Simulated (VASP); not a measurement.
# Li (P6_3/mmc) in VASP: a series of runs, part 2 of 2

VASP 6.6.1. The steps go on from the part before.

## (4) Relaxation of cell and atoms, RPBE

File INCAR:

```
PREC     = Accurate       # precision mode
ENCUT    = 600            # plane-wave cutoff, eV
EDIFF    = 1E-6           # SCF threshold, eV
ISMEAR   = -1             # smearing method
SIGMA    = 0.05           # smearing width, eV
LREAL    = False          # projectors in reciprocal space
LASPH    = True           # aspherical terms in the spheres
NELM     = 80             # most SCF steps
ALGO     = Normal         # electronic algorithm
ISIF     = 3              # what is computed and relaxed
LWAVE    = False          # write WAVECAR
LCHARG   = False          # write CHGCAR
GGA      = RP             # functional
IBRION   = 2              # ionic algorithm
NSW      = 100            # ionic steps
EDIFFG   = -0.005         # ionic threshold
```

File KPOINTS:

```
regular mesh
0
Gamma
  12 12 7
```

File POSCAR:

```
Li
1.0
    3.1519389053      0.0000000000      0.0000000000
   -1.5759694526      2.7296591632      0.0000000000
    0.0000000000      0.0000000000      5.1600208437
Li
2
Direct
    0.3333333333      0.6666666667      0.2500000000
    0.6666666667      0.3333333333      0.7500000000
```

Potentials or basis: VASP PAW PBE potentials, release 64 (Li_sv).

The run is started by

```bash
cat potpaw_PBE.64/Li_sv/POTCAR > POTCAR
mpirun -np 1 vasp_std > vasp.out
```

OUTCAR:

```text
PREC = Accurate
   ENCUT = 600
   EDIFF = 1E-6
   ISMEAR = -1
   LREAL = False
   LASPH = True
   NELM = 80
   ISIF = 3
   GGA = RP
   IBRION = 2
   NSW = 100
   EDIFFG = -0.005

 ion  position               nearest neighbor table
   1  0.333  0.667  0.250-
   2  0.667  0.333  0.750-

  LATTYP: Found a hexagonal cell.
 ALAT       =     3.1519389053
 C/A-ratio  =     1.6370941819

  Lattice vectors:

 A1 = (   3.1519389053,   0.0000000000,   0.0000000000)
 A2 = (  -1.5759694526,   2.7296591632,   0.0000000000)
 A3 = (   0.0000000000,   0.0000000000,   5.1600208437)

Analysis of symmetry for initial positions (statically):
=====================================================================
 Subroutine PRICEL returns:
 Original cell was already a primitive cell.

 Routine SETGRP: Setting up the symmetry group for a
 hexagonal supercell.

 Subroutine GETGRP returns: Found 24 space group operations
 (whereof 12 operations were pure point group operations)
 out of a pool of 24 trial point group operations.

The static configuration has the point symmetry D_3d.
 The point group associated with its full space group is D_6h.

Analysis of symmetry for dynamics (positions and initial velocities):
=====================================================================
 Subroutine PRICEL returns:
 Original cell was already a primitive cell.

 Routine SETGRP: Setting up the symmetry group for a
 hexagonal supercell.

 Subroutine GETGRP returns: Found 24 space group operations
 (whereof 12 operations were pure point group operations)
 out of a pool of 24 trial point group operations.

The dynamic configuration has the point symmetry D_3d.
 The point group associated with its full space group is D_6h.

 Subroutine INISYM returns: Found 24 space group operations
[... 126 lines left out ...]
   LEPSILON=     F    determine dielectric tensor
   LRPA    =     F    only Hartree local field effects (RPA)
 conjugate gradient relaxation of ions
 non-spin polarized calculation
  energy-cutoff  :      600.00
  volume of cell :       44.40
 maximum number of plane-waves:      1509
 NGX is ok and might be reduce to    28
   NGX = 13   NGY = 13   NGZ = 21

--------------------------------------- Ionic step        1  -------------------------------------------

 number of electron       5.9999999 magnetization

 Free energy of the ion-electron system (eV)
  ---------------------------------------------------
  ext. energy  EPLUGINS =         0.00000000
  ---------------------------------------------------
  free energy    TOTEN  =        -3.62559170 eV

  energy without entropy =       -3.61733721  energy(sigma->0) =       -3.62146445

------------------------ aborting loop because EDIFF is reached ----------------------------------------

  FORCE on cell =-STRESS in cart. coord.  units (eV):
  Direction    XX          YY          ZZ          XY          YZ          ZX
  --------------------------------------------------------------------------------------
  -------------------------------------------------------------------------------------
  Total       -0.1933895     -0.1933895     -0.2868742     -0.0000000     -0.0000000     -0.0000000
  in kB       -6.9792010     -6.9792010    -10.3529559     -0.0000000     -0.0000000     -0.0000000
  external PRESSURE =      -8.1037859 kB  Pullay stress =       0.0000000 kB
[... 203 lines left out ...]
--------------------------------------- Ionic step        7  -------------------------------------------

 number of electron       6.0000001 magnetization

 Free energy of the ion-electron system (eV)
  ---------------------------------------------------
  ext. energy  EPLUGINS =         0.00000000
  ---------------------------------------------------
  free energy    TOTEN  =        -3.63420612 eV

  energy without entropy =       -3.62676327  energy(sigma->0) =       -3.63048470

 E-fermi :   0.6293     XC(G=0):  -6.9596

 val. band max:        0.5989509164   @ k =   0.0833   0.0833   0.1429
 cond. band min:       0.6355981879   @ k =   0.2500   0.1667   0.4286
 fundamental gap:      0.0366472715
 Fermi energy:         0.6293288046

 k-point     1 :       0.0000    0.0000    0.0000
  band No.  band energies     occupation
      1     -46.1279      2.00000
      2     -46.1112      2.00000
      3      -2.9180      2.00000
      4       0.7016      0.38121
      5       3.5980      0.00000
      6      12.8931      0.00000
      7      12.8931      0.00000
[... 221 lines left out ...]
 k-point    24 :       0.3333    0.0000    0.1429
  band No.  band energies     occupation
      1     -46.1163      2.00000
      2     -46.1076      2.00000
      3      -1.0858      2.00000
      4       2.0957      0.00000
      5       4.3556      0.00000
      6       6.8606      0.00000
      7       8.9867      0.00000

 [... further k-points ...]

------------------------ aborting loop because EDIFF is reached ----------------------------------------

  FORCE on cell =-STRESS in cart. coord.  units (eV):
  Direction    XX          YY          ZZ          XY          YZ          ZX
  --------------------------------------------------------------------------------------
  -------------------------------------------------------------------------------------
  Total       -0.0015769     -0.0015769     -0.0061661     -0.0000000     -0.0000000      0.0000000
  in kB       -0.0610261     -0.0610261     -0.2386297     -0.0000000     -0.0000000      0.0000000
  external PRESSURE =      -0.1202273 kB  Pullay stress =       0.0000000 kB
[... 17 lines left out ...]
  FREE ENERGIE OF THE ION-ELECTRON SYSTEM (eV)
  ---------------------------------------------------
  free  energy   TOTEN  =        -3.6342061199 eV

  energy  without entropy=       -3.6267632723  energy(sigma->0) =       -3.63048470

 reached required accuracy - stopping structural energy minimisation
```

OSZICAR:

```text
N       E                     dE             d eps       ncg     rms          rms(c)
DAV:   1     0.756698362652E+01    0.75670E+01   -0.37405E+03  1064   0.870E+02
DAV:   2    -0.141630280961E+01   -0.89833E+01   -0.88107E+01  1407   0.695E+01
DAV:   3    -0.346568058533E+01   -0.20494E+01   -0.20434E+01  1645   0.411E+01
[... 55 lines left out ...]
DAV:   1    -0.363412014472E+01    0.21882E-04   -0.25219E-02  1176   0.220E+00    0.120E-01
DAV:   2    -0.363415906567E+01   -0.38921E-04   -0.11027E-04  1596   0.125E-01    0.740E-02
DAV:   3    -0.363420982494E+01   -0.50759E-04   -0.67942E-06  1463   0.360E-02    0.172E-03
DAV:   4    -0.363420687495E+01    0.29500E-05   -0.87843E-07   980   0.836E-03    0.127E-03
DAV:   5    -0.363420611988E+01    0.75506E-06   -0.45227E-08   623   0.230E-03
   7 F= -.36342061E+01 E0= -.36304847E+01  d E =-.107951E-03
```

CONTCAR:

```text
Li
   1.00000000000000
     3.0966479457629141   -0.0000000000010213   -0.0000000000000000
    -1.5483239728332188    2.6817757876399941   -0.0000000000000000
    -0.0000000000000000    0.0000000000000000    4.9852241809522546
  Li
     2
Direct
     0.3333333332999970    0.6666666667000030    0.2500000000000000
     0.6666666667000030    0.3333333332999970    0.7500000000000000

  0.00000000E+00  0.00000000E+00  0.00000000E+00
  0.00000000E+00  0.00000000E+00  0.00000000E+00
```

It took 3.1 min on 1 thread of Intel Xeon 8259CL, shared host; peak memory 0.18 GiB.

Results:

| Item | Value |
| --- | --- |
| Free energy | -3.6342 eV |
| Relaxed volume | 20.70 Å³/atom |
| Relaxed cell | a = 3.097 Å, b = 3.097 Å, c = 4.985 Å, α = 90.00°, β = 90.00°, γ = 120.00° |
| Space group after relaxing (to 0.1 Å) | P6_3/mmc (No. 194) |
| Energy gained by relaxing | 4.3 meV/atom |
| Ionic steps | 7 |
| Pressure after relaxing | 0.0 GPa |
| Band gap on the k mesh | zero (bands 3 and 4 overlap by 4.19 eV) |

The path:
| step | energy change (eV) | largest force (eV/Å) | pressure (GPa) | volume (Å³) |
| --- | --- | --- | --- | --- |
| 1 | 0.0000 | 0.0000 | -0.81 | 44.40 |
| 2 | -0.0034 | 0.0000 | -0.64 | 43.68 |
| 3 | -0.0084 | 0.0000 | -0.07 | 41.57 |
| 4 | -0.0085 | 0.0000 | 0.02 | 41.30 |
| 5 | -0.0085 | 0.0000 | 0.00 | 41.36 |
| 6 | -0.0086 | 0.0000 | 0.00 | 41.37 |
| 7 | -0.0086 | 0.0000 | -0.01 | 41.40 |

Final structure:
```xyz
2
Lattice="3.0966 0.0000 0.0000 -1.5483 2.6818 0.0000 0.0000 0.0000 4.9852" Properties=species:S:1:pos:R:3 pbc="T T T"
Li    0.0000    1.7879    1.2463
Li    1.5483    0.8939    3.7389
```

Caveat: the cutoff is under 1.25 times the usual one of these potentials, so pressure, stress and relaxed cells hold a basis-set (Pulay) error; the PAW data sets were made with another functional, which shifts forces and pressure a little.

The gap in the log of VASP goes by the Fermi energy; the results here count the filled bands.